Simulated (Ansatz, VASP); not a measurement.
**Ta: VASP beside Ansatz**

```
CELL_PARAMETERS angstrom
-1.64026 1.64026 1.64026
1.64026 -1.64026 1.64026
1.64026 1.64026 -1.64026
ATOMIC_POSITIONS crystal
Ta 0.00000 0.00000 0.00000
```

Alike in both runs: task single point; functional PBEsol; k mesh 18 × 18 × 18; occupations gaussian, width 0.1 eV; non-collinear spin, spin-orbit coupling.

|  | VASP | Ansatz |
| --- | --- | --- |
| version | VASP 6.6.1 | Ansatz 0.2.0 |
| potentials or method | VASP PAW PBE potentials, release 64 (Ta_pv), cutoff 520 eV | plane waves, PAW |
| valence electrons in the cell | 11 | 13 |

```tsv
	VASP	Ansatz	Ansatz less VASP
net moment per atom (μB)	0.00	0.00	0.000
```

VASP's potentials were made for PBE, not for PBEsol. VASP's potentials hold 11 valence electrons a cell and Ansatz's 13, so a difference there can come from the potentials and not from the codes.
